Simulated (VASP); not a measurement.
# Nd2CdC2 in VASP: further runs

The runs below take Nd2CdC2 through single point, relaxation of cell and atoms, with PBE.

Everything below comes from runs of VASP 6.6.1. Logs are shortened: lines on timing, memory, paths and dates and some standing lists are left out, and cuts for length are marked.

## 1. The cell of the first run

Symmetry: P4/mbm, No. 127, tetragonal system. The conventional cell has a = 7.232 Å, b = 7.232 Å, c = 3.548 Å, α = 90.00°, β = 90.00°, γ = 90.00°. Nd (site symmetry m2m) has 6 C at 2.73 to 3.04 Å and 4 Cd at 3.17 Å and 7 Nd at 3.55 to 3.91 Å within 4.0 Å. Cd (site symmetry 4/m) has 8 C at 3.17 to 4.13 Å and 8 Nd at 3.17 Å and 2 Cd at 3.55 Å within 4.2 Å. C (site symmetry m2m) has 1 C at 1.37 Å within 1.8 Å.

## 2. Single point, PBE

INCAR

```
SYSTEM = Nd2CdC2
  ALGO = Normal
  EDIFF = 1E-6
  ENCUT = 600
  GGA = PE
  GGA_COMPAT = .FALSE.
  ISIF = 2
  ISMEAR = 0
  LASPH = .TRUE.
  LCHARG = .FALSE.
  LMAXMIX = 6
  LREAL = .FALSE.
  LWAVE = .FALSE.
  NBANDS = 53
  NELM = 200
  PREC = Accurate
  SIGMA = 0.1
```

KPOINTS

```
k-points
0
G
  4 4 10
  0 0 0
```

POSCAR

```
Nd2CdC2
1.0
    7.2323674047      0.0000000000      0.0000000000
    0.0000000000      7.2323674047      0.0000000000
    0.0000000000      0.0000000000      3.5477454886
Nd Cd C
4 2 4
Direct
    0.8089290449      0.3089290449      0.5000000000
    0.6910709551      0.8089290449      0.5000000000
    0.1910709551      0.6910709551      0.5000000000
    0.3089290449      0.1910709551      0.5000000000
    0.5000000000      0.5000000000      0.0000000000
    0.0000000000      0.0000000000      0.0000000000
    0.4329828956      0.9329828956      0.0000000000
    0.9329828956      0.5670171044      0.0000000000
    0.0670171044      0.4329828956      0.0000000000
    0.5670171044      0.0670171044      0.0000000000
```

Potentials or basis: VASP PAW PBE potentials, release 64 (Nd_3, Cd, C), 4f in core.

Launch:

```console
> cat potpaw_PBE.64/Nd_3/POTCAR potpaw_PBE.64/Cd/POTCAR potpaw_PBE.64/C/POTCAR > POTCAR
> mpirun -np 1 vasp_std > vasp.out
```

OUTCAR:

```text
SYSTEM = Nd2CdC2
   EDIFF = 1E-6
   ENCUT = 600
   GGA = PE
   ISIF = 2
   ISMEAR = 0
   LASPH = .TRUE.
   LREAL = .FALSE.
   NELM = 200
   PREC = Accurate

 ion  position               nearest neighbor table
   1  0.809  0.309  0.500-   8 2.73   9 2.73   8 2.73   9 2.73   5 3.17   6 3.17   5 3.17   6 3.17
                             2 3.72   4 3.72   2 3.72   4 3.72
   2  0.691  0.809  0.500-   7 2.73  10 2.73   7 2.73  10 2.73   5 3.17   6 3.17   5 3.17   6 3.17
                             1 3.72   3 3.72   1 3.72   3 3.72
   3  0.191  0.691  0.500-   8 2.73   9 2.73   8 2.73   9 2.73   5 3.17   6 3.17   5 3.17   6 3.17
                             2 3.72   4 3.72   4 3.72   2 3.72
   4  0.309  0.191  0.500-   7 2.73  10 2.73   7 2.73  10 2.73   5 3.17   6 3.17   5 3.17   6 3.17
                             1 3.72   3 3.72   3 3.72   1 3.72
   5  0.500  0.500  0.000-   1 3.17   2 3.17   3 3.17   4 3.17   1 3.17   2 3.17   3 3.17   4 3.17

   6  0.000  0.000  0.000-   1 3.17   2 3.17   3 3.17   4 3.17   1 3.17   2 3.17   3 3.17   4 3.17

   7  0.433  0.933  0.000-  10 1.37   4 2.73   2 2.73   2 2.73   4 2.73
   8  0.933  0.567  0.000-   9 1.37   3 2.73   1 2.73   1 2.73   3 2.73
   9  0.067  0.433  0.000-   8 1.37   3 2.73   1 2.73   1 2.73   3 2.73
  10  0.567  0.067  0.000-   7 1.37   4 2.73   2 2.73   2 2.73   4 2.73

  LATTYP: Found a simple tetragonal cell.
 ALAT       =     7.2323674047
 C/A-ratio  =     0.4905372322

  Lattice vectors:

 A1 = (   7.2323674047,   0.0000000000,   0.0000000000)
 A2 = (   0.0000000000,   7.2323674047,   0.0000000000)
 A3 = (   0.0000000000,   0.0000000000,   3.5477454886)

Analysis of symmetry for initial positions (statically):
=====================================================================
 Subroutine PRICEL returns:
 Original cell was already a primitive cell.

 Routine SETGRP: Setting up the symmetry group for a
 simple tetragonal supercell.

 Subroutine GETGRP returns: Found 16 space group operations
 (whereof  8 operations were pure point group operations)
 out of a pool of 16 trial point group operations.

The static configuration has the point symmetry C_4h.
 The point group associated with its full space group is D_4h.

Analysis of symmetry for dynamics (positions and initial velocities):
=====================================================================
 Subroutine PRICEL returns:
 Original cell was already a primitive cell.

 Routine SETGRP: Setting up the symmetry group for a
 simple tetragonal supercell.

 Subroutine GETGRP returns: Found 16 space group operations
 (whereof  8 operations were pure point group operations)
 out of a pool of 16 trial point group operations.

The dynamic configuration has the point symmetry C_4h.
 The point group associated with its full space group is D_4h.

 Subroutine INISYM returns: Found 16 space group operations
 (whereof  8 operations are pure point group operations),
 and found     1 'primitive' translations

----------------------------------------------------------------------------------------

                                     Primitive cell

  volume of cell :     185.5724

  direct lattice vectors                    reciprocal lattice vectors
     7.232367405  0.000000000  0.000000000     0.138267312  0.000000000  0.000000000
     0.000000000  7.232367405  0.000000000     0.000000000  0.138267312  0.000000000
     0.000000000  0.000000000  3.547745489     0.000000000  0.000000000  0.281869149

  length of vectors
     7.232367405  7.232367405  3.547745489     0.138267312  0.138267312  0.281869149

  position of ions in fractional coordinates (direct lattice)
     0.808929045  0.308929045  0.500000000
     0.691070955  0.808929045  0.500000000
     0.191070955  0.691070955  0.500000000
     0.308929045  0.191070955  0.500000000
     0.500000000  0.500000000  0.000000000
     0.000000000  0.000000000  0.000000000
     0.432982896  0.932982896  0.000000000
     0.932982896  0.567017104  0.000000000
     0.067017104  0.432982896  0.000000000
     0.567017104  0.067017104  0.000000000

  ion indices of the primitive-cell ions
   primitive index   ion index
                 1           1
                 2           2
                 3           3
                 4           4
                 5           5
                 6           6
                 7           7
                 8           8
                 9           9
                10          10

----------------------------------------------------------------------------------------

 KPOINTS: k-points

Automatic generation of k-mesh.
 Grid dimensions read from file:
 generate k-points for:    4    4   10

 Generating k-lattice:

  Cartesian coordinates                     Fractional coordinates (reciprocal lattice)
     0.034566828  0.000000000  0.000000000     0.250000000  0.000000000  0.000000000
     0.000000000  0.034566828  0.000000000     0.000000000  0.250000000  0.000000000
     0.000000000  0.000000000  0.028186915     0.000000000  0.000000000  0.100000000

  Length of vectors
     0.034566828  0.034566828  0.028186915

  Shift w.r.t. Gamma in fractional coordinates (k-lattice)
     0.000000000  0.000000000  0.000000000

 Subroutine IBZKPT returns following result:
 ===========================================

 Found     36 irreducible k-points:

 Following reciprocal coordinates:
            Coordinates               Weight
  0.000000  0.000000  0.000000      1.000000
  0.250000  0.000000  0.000000      4.000000
  0.500000  0.000000  0.000000      2.000000
  0.250000  0.250000  0.000000      4.000000
  0.500000  0.250000  0.000000      4.000000
  0.500000  0.500000  0.000000      1.000000
[... 16 lines left out ...]
  0.500000  0.250000  0.300000      8.000000
  0.500000  0.500000  0.300000      2.000000
 [... further k-points ...]
   k-points           NKPTS =     36   k-points in BZ     NKDIM =     36   number of bands    NBANDS=     53
   number of dos      NEDOS =    301   number of ions     NIONS =     10
   total plane-waves  NPLWV = 100800
   dimension x,y,z NGX =    60 NGY =   60 NGZ =   28
   dimension x,y,z NGXF=   120 NGYF=  120 NGZF=   56
   ions per type =               4   2   4
   NGX,Y,Z   is equivalent  to a cutoff of  13.79, 13.79, 13.12 a.u.
   NGXF,Y,Z  is equivalent  to a cutoff of  27.58, 27.58, 26.24 a.u.
 SYSTEM =  Nd2CdC2
   PREC   = accura    normal or accurate (medium, high low for compatibility)
   ISTART =      0    job   : 0-new  1-cont  2-samecut
   ICHARG =      2    charge: 1-file 2-atom 10-const
   ISPIN  =      1    spin polarized calculation?
   LNONCOLLINEAR =      F non collinear calculations
   LSORBIT =      F    spin-orbit coupling
   LASPH  =      T    aspherical Exc in radial PAW
   ENCUT  =  600.0 eV  44.10 Ry    6.64 a.u.  14.44 14.44  7.09*2*pi/ulx,y,z
   NELM   =    200;   NELMIN=  2; NELMDL= -5     # of ELM steps
   EDIFF  = 0.1E-05   stopping-criterion for ELM
   LREAL  =      F    real-space projection
   EDIFFG = 0.1E-04   stopping-criterion for IOM
   NSW    =      0    number of steps for IOM
   IBRION =     -1    ionic relax: 0-MD 1-quasi-New 2-CG
   NFREE  =      0    steps in history (QN), initial steepest desc. (CG)
   ISIF   =      2    stress and relaxation
   ISYM   =      2    0-nonsym 1-usesym 2-fastsym
   POTIM  = 0.5000    time-step for ionic-motion
   TEBEG  =    0.0;   TEEND  =   0.0 temperature during run
   PSTRESS=    0.0 pullay stress
   NELECT =      84.0000    total number of electrons
   NUPDOWN=      -1.0000    fix difference up-down
   EMIN   =  10.00;   EMAX   =-10.00  energy-range for DOS
   EFERMI =   0.00;   METHOD = LEGACY
   ISMEAR =     0;   SIGMA  =   0.10  broadening in eV -4-tet -1-fermi 0-gaus
   EFERMI_NEDOS =   21; number of points for ismear=-14 and -15
   IALGO  =     38    algorithm
   IMIX   =      4    mixing-type and parameters
     AMIX     =   0.40;   BMIX     =  1.00
     AMIX_MAG =   1.60;   BMIX_MAG =  1.00
  volume/ion in A,a.u.               =      18.56       125.23
  Fermi-wavevector in a.u.,A,eV,Ry     =   1.256985  2.375357 21.497361  1.580011
  Thomas-Fermi vector in A             =   2.390666
   LORBIT       =      0    0 simple, 1 ext, 2 COOP (PROOUT), +10 PAW based schemes
   GGA     = PE    functional components
   LHFCALC =     F    Hartree Fock is set to
   AEXX    =    0.0000 exact exchange contribution
   IVDW    =     0    specifies the selected vdW correction
   LEPSILON=     F    determine dielectric tensor
   LRPA    =     F    only Hartree local field effects (RPA)
 non-spin polarized calculation
 Gauss-broadening in eV      SIGMA  =   0.10
  energy-cutoff  :      600.00
  volume of cell :      185.57
 maximum number of plane-waves:      6236
 NGX is ok and might be reduce to    60
   NGX = 29   NGY = 29   NGZ = 15

 number of electron      83.9999988 magnetization

 Free energy of the ion-electron system (eV)
  ---------------------------------------------------
  ext. energy  EPLUGINS =         0.00000000
  ---------------------------------------------------
  free energy    TOTEN  =       -57.56677002 eV

  energy without entropy =      -57.54694533  energy(sigma->0) =      -57.55685767

 E-fermi :   4.5996     XC(G=0): -10.9375

 val. band max:        4.5829377129   @ k =   0.2500   0.0000   0.3000
 cond. band min:       4.6148993392   @ k =   0.0000   0.0000   0.4000
 fundamental gap:      0.0319616264
 Fermi energy:         4.5996108875

 k-point     1 :       0.0000    0.0000    0.0000
  band No.  band energies     occupation
      1     -33.2483      2.00000
      2     -33.1974      2.00000
      3     -33.1974      2.00000
      4     -33.1725      2.00000
      5     -15.0295      2.00000
      6     -14.7964      2.00000
[... 45 lines left out ...]
     52       8.1085      0.00000
     53       8.9258      0.00000
[... 1286 lines left out ...]
     52       7.2832      0.00000
     53       9.1147      0.00000

 [... further k-points ...]

------------------------ aborting loop because EDIFF is reached ----------------------------------------

  FORCE on cell =-STRESS in cart. coord.  units (eV):
  Direction    XX          YY          ZZ          XY          YZ          ZX
  --------------------------------------------------------------------------------------
  -------------------------------------------------------------------------------------
  Total        0.5935988      0.5935988      0.3772354      0.0000000      0.0000000      0.0000000
  in kB        5.1249566      5.1249566      3.2569388      0.0000000      0.0000000      0.0000000
  external PRESSURE =       4.5022840 kB  Pullay stress =       0.0000000 kB

 VOLUME and BASIS-vectors are now :
 -----------------------------------------------------------------------------
  energy-cutoff  :      600.00
  volume of cell :      185.57
      direct lattice vectors                 reciprocal lattice vectors
     7.232367405  0.000000000  0.000000000     0.138267312  0.000000000  0.000000000
     0.000000000  7.232367405  0.000000000     0.000000000  0.138267312  0.000000000
     0.000000000  0.000000000  3.547745489     0.000000000  0.000000000  0.281869149

 POSITION                                       TOTAL-FORCE (eV/Angst)
 -----------------------------------------------------------------------------------
      5.85047      2.23429      1.77387         0.005866      0.005866      0.000000
      4.99808      5.85047      1.77387        -0.005866      0.005866     -0.000000
      1.38190      4.99808      1.77387        -0.005866     -0.005866     -0.000000
      2.23429      1.38190      1.77387         0.005866     -0.005866      0.000000
      3.61618      3.61618      0.00000         0.000000      0.000000      0.000000
      0.00000      0.00000      0.00000         0.000000      0.000000      0.000000
      3.13149      6.74768      0.00000        -0.061328     -0.061328      0.000000
      6.74768      4.10088      0.00000        -0.061328      0.061328     -0.000000
      0.48469      3.13149      0.00000         0.061328     -0.061328      0.000000
      4.10088      0.48469      0.00000         0.061328      0.061328     -0.000000
 -----------------------------------------------------------------------------------
    total drift:                                0.000000      0.000000     -0.000000

  FREE ENERGIE OF THE ION-ELECTRON SYSTEM (eV)
  ---------------------------------------------------
  free  energy   TOTEN  =       -57.5667700163 eV

  energy  without entropy=      -57.5469453315  energy(sigma->0) =      -57.55685767
```

It took 3.7 min on 1 thread of Intel Xeon 6975P-C (Granite Rapids), shared host; peak memory 0.53 GiB.

What came out:

* Free energy: -57.5668 eV
* Pressure: 0.5 GPa
* Largest force: 0.087 eV/Å
* Band gap on the k mesh: zero (bands 42 and 43 overlap by 1.12 eV)

Forces in eV/Å, atoms in the order of the input:
```
Nd   0.006  0.006  0.000
Nd  -0.006  0.006  0.000
Nd  -0.006 -0.006  0.000
Nd   0.006 -0.006  0.000
Cd   0.000  0.000  0.000
Cd   0.000  0.000  0.000
C   -0.061 -0.061  0.000
C   -0.061  0.061  0.000
C    0.061 -0.061  0.000
C    0.061  0.061  0.000
```

Stress tensor (GPa, compression positive):
```
0.51 0.00 0.00
0.00 0.51 0.00
0.00 0.00 0.33
```

Caveat: spin-orbit coupling is left out, which moves the levels of the heavy elements; the 4f electrons are frozen in the core, so they carry no moment and show no levels. Spin polarisation is off, so any magnetic state and its effect on volume and gap are missing.

## 3. Relaxation of cell and atoms, PBE

This run uses another cell than the first one, of 21.37 Å³/atom.

INCAR

```
SYSTEM = Nd2CdC2
ALGO     = Normal         ! electronic algorithm
EDIFF    = 1E-7           ! SCF threshold, eV
EDIFFG   = -0.08          ! ionic threshold
ENCUT    = 600            ! plane-wave cutoff, eV
GGA      = PE             ! functional
GGA_COMPAT= .FALSE.      
IBRION   = 2              ! ionic algorithm
ISIF     = 3              ! what is computed and relaxed
ISMEAR   = 0              ! smearing method
LASPH    = .TRUE.         ! aspherical terms in the spheres
LCHARG   = .FALSE.        ! write CHGCAR
LMAXMIX  = 6              ! l up to which the mixer works
LREAL    = .FALSE.        ! projectors in reciprocal space
LWAVE    = .FALSE.        ! write WAVECAR
NELM     = 200            ! most SCF steps
NELMIN   = 4            
NSW      = 36             ! ionic steps
PREC     = Accurate       ! precision mode
SIGMA    = 0.2            ! smearing width, eV
```

KPOINTS

```
k-points
0
G
  2 2 4
  0 0 0
```

POSCAR

```
Nd2CdC2
1.0
    5.3770596900     -5.3820896000      0.0000000000
    5.3770596900      5.3820896000      0.0000000000
    0.0000000000      0.0000000000      3.6918072800
Nd Cd C
4 2 4
Direct
    0.8287026300      0.8287026300      0.5000000000
    0.6712430700      0.3287569300      0.5000000000
    0.1712973700      0.1712973700      0.5000000000
    0.3287569300      0.6712430700      0.5000000000
    0.5000000000      0.0000000000      0.0000000000
    0.0000000000      0.5000000000      0.0000000000
    0.3675766000      0.3675766000      0.0000000000
    0.8697426800      0.1302573200      0.0000000000
    0.1302573200      0.8697426800      0.0000000000
    0.6324234000      0.6324234000      0.0000000000
```

Potentials or basis: VASP PAW PBE potentials, release 64 (Nd_3, Cd, C), 4f in core.

Launch:

```console
> cat potpaw_PBE.64/Nd_3/POTCAR potpaw_PBE.64/Cd/POTCAR potpaw_PBE.64/C/POTCAR > POTCAR
> mpirun -np 1 vasp_std > vasp.out
```

Run time: 48 min. Hardware: 1 thread of Intel Xeon Platinum 8488C (Sapphire Rapids), shared host; peak memory 0.45 GiB.

Results (log left out):

```yaml
Free_energy: -57.6720 eV
Relaxed_volume: 18.55 Å³/atom
Relaxed_cell: a = 7.175 Å, b = 7.175 Å, c = 3.605 Å, α = 90.00°, β = 90.00°, γ = 90.16°
Space_group_after_relaxing_to_0.1_Å: P4/mbm (No. 127)
Energy_gained_by_relaxing: 593.1 meV/atom
Ionic_steps: 36
Pressure_after_relaxing: -0.2 GPa
Largest_force_after_relaxing: 0.055 eV/Å
Band_gap_on_the_k_mesh: zero (bands 42 and 43 overlap by 1.06 eV)
```

Forces in eV/Å, atoms in the order of the input:
```
Nd  -0.044  0.000  0.000
Nd   0.000 -0.021  0.000
Nd   0.044  0.000  0.000
Nd   0.000  0.021  0.000
Cd   0.000  0.000  0.000
Cd   0.000  0.000  0.000
C   -0.002  0.000  0.000
C    0.000  0.055  0.000
C    0.000 -0.055  0.000
C    0.002  0.000  0.000
```

Stress tensor (GPa, compression positive):
```
-0.17  0.00  0.00
 0.00 -0.49  0.00
 0.00  0.00 -0.03
```

The path:
```csv
step,energy change (eV),largest force (eV/Å),pressure (GPa),volume (Å³)
1,0.0000,0.0965,-11.55,213.68
2,-1.3313,0.3385,6.61,169.46
3,-1.5039,0.2326,0.49,178.96
4,-1.6379,0.4165,0.42,178.44
5,-1.7430,0.7800,0.51,177.03
6,-1.8681,1.0737,-0.58,178.18
7,-2.3292,1.8609,-3.67,181.33
8,-3.9125,3.4671,-3.97,186.39
9,-3.9314,3.4808,-3.63,186.45
10,-3.9385,3.4795,-3.23,186.52
11,-3.9723,3.4627,-3.15,186.39
12,-4.0721,3.3909,-2.88,186.02
13,-4.2612,3.1372,-2.29,185.27
14,-4.5667,2.2939,-0.78,183.79
15,-4.4428,5.4013,4.27,180.82
16,-4.6716,2.3557,0.45,182.86
17,-4.6870,2.3914,1.31,182.31
18,-4.7816,1.2198,0.64,182.60
19,-4.9017,1.1478,-0.97,183.44
20,-4.9805,1.0162,-0.91,183.12
21,-5.1632,0.6360,-0.55,182.06
22,-5.3589,1.6498,0.82,179.56
23,-5.1128,2.6538,5.54,172.93
24,-5.3876,1.9317,1.51,178.38
25,-5.5017,1.8067,1.53,178.69
26,-5.7697,1.1803,1.70,179.32
27,-5.3747,2.5871,2.84,179.16
28,-5.8072,1.0866,1.82,179.46
29,-5.8817,0.5391,1.45,181.49
30,-5.9037,0.6503,1.27,183.29
31,-5.9216,0.1343,-0.13,185.37
32,-5.9216,0.1418,-0.16,185.40
33,-5.9260,0.0993,-0.19,185.57
34,-5.9283,0.2091,-0.23,185.89
35,-5.9284,0.1609,-0.22,185.83
36,-5.9306,0.0554,-0.23,185.55
```

Final structure:
```yaml
crystal:
  lattice:
    - [5.06619, -5.08022, 0.00000]
    - [5.06619, 5.08022, 0.00000]
    - [0.00000, 0.00000, 3.60465]
  atoms:
    - { symbol: Nd, position: [0.81129, 0.81129, 0.50000] }
    - { symbol: Nd, position: [0.68865, 0.31135, 0.50000] }
    - { symbol: Nd, position: [0.18871, 0.18871, 0.50000] }
    - { symbol: Nd, position: [0.31135, 0.68865, 0.50000] }
    - { symbol: Cd, position: [0.50000, 0.00000, 0.00000] }
    - { symbol: Cd, position: [0.00000, 0.50000, 0.00000] }
    - { symbol: C, position: [0.43162, 0.43162, 0.00000] }
    - { symbol: C, position: [0.93187, 0.06813, 0.00000] }
    - { symbol: C, position: [0.06813, 0.93187, 0.00000] }
    - { symbol: C, position: [0.56838, 0.56838, 0.00000] }
```

Levels at points of the mesh, in eV from the Fermi level:
```csv
k point,band 38,band 39,band 40,band 41,band 42,band 43,band 44,band 45,band 46,band 47
"(0.00, 0.00, 0.00)",-2.46,-0.74,-0.57,-0.40,-0.39,0.26,0.83,0.85,1.17,1.18
"(0.50, 0.00, 0.00)",-3.07,-0.73,-0.71,-0.59,-0.58,0.94,0.95,1.05,1.05,1.47
"(0.50, 0.50, 0.00)",-3.27,-0.76,-0.75,-0.74,-0.73,0.80,0.81,1.28,1.30,1.49
"(0.00, 0.00, 0.50)",-2.55,-1.15,-1.14,-0.30,-0.18,0.22,0.24,0.59,0.97,2.04
"(0.50, 0.00, 0.50)",-2.67,-1.79,-1.79,-0.89,-0.88,0.49,0.51,1.35,1.35,1.83
"(0.50, 0.50, 0.50)",-2.04,-2.00,-1.99,-1.81,-1.80,-0.91,-0.91,1.96,1.99,2.42
```

Caveat: the k points lie up to 0.44 Å⁻¹ apart in the final cell, too coarse for converged energies and pressures of a metal; spin-orbit coupling is left out, which moves the levels of the heavy elements; the 4f electrons are frozen in the core, so they carry no moment and show no levels; the relaxation stopped at a loose force limit of 0.08 eV/Å, so its end isn't a converged minimum.

The gap in the log of VASP goes by the Fermi energy; the results here count the filled bands.